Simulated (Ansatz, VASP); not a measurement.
## Pb: VASP beside Ansatz

File INCAR:

```
  PREC = Accurate
  ENCUT = 600
  EDIFF = 1E-6
  ISMEAR = -1
  SIGMA = 0.1
  LREAL = False
  LASPH = True
  NELM = 80
  ALGO = Normal
  ISIF = 3
  LWAVE = False
  LCHARG = False
  GGA = PE
  IBRION = 2
  NSW = 60
  EDIFFG = -0.005
```

KPOINTS

```
Automatic mesh
0
Gamma
  11 11 11
```

POSCAR

```
Pb
1.0
    0.0000000000      3.4168854378      3.4168854378
    3.4168854378      0.0000000000      3.4168854378
    3.4168854378      3.4168854378      0.0000000000
Pb
2
Direct
   -0.1250000000     -0.1250000000     -0.1250000000
    0.1250000000      0.1250000000      0.1250000000
```

Input for Ansatz:

```yaml
crystal:
  lattice:
    - [0.0, 3.4168854378, 3.4168854378]
    - [3.4168854378, 0.0, 3.4168854378]
    - [3.4168854378, 3.4168854378, 0.0]
  atoms:
    - { symbol: Pb, position: [-0.125, -0.125, -0.125] }
    - { symbol: Pb, position: [0.125, 0.125, 0.125] }
kpoints:
  mp_grid: { grid: [11, 11, 11] }
scf:
  occupations: { method: fermi_dirac, width: 0.1 }
hamiltonian:
  xc: pbe
  pseudopotentials: { kind: paw }
output:
  forces: true
  stress: true
relax:
  f_tol: 0.005
  max_steps: 40
  cell: {}
```

Alike in both runs: task relaxation of cell and atoms; functional PBE; k mesh 11 × 11 × 11; occupations fermi-dirac, width 0.1 eV; no spin polarisation.

|  | VASP | Ansatz |
| --- | --- | --- |
| version | VASP 6.6.1 | Ansatz 0.2.0 |
| potentials or method | VASP PAW PBE potentials, release 64 (Pb_d) | PAW with Ansatz's default frozen-core files, scalar-relativistic |
| plane-wave cutoff (eV) | 600 | 420 |
| valence electrons in the cell | 28 | 28 |

|  | VASP | Ansatz | Ansatz less VASP |
| --- | --- | --- | --- |
| relaxed volume (Å³/atom) | 43.97 | 44.03 | +0.055 |
| relaxed cell length with the largest relative difference (Å) | 4.992 | 4.994 | +0.0021 |

Neither program's run includes spin-orbit coupling.
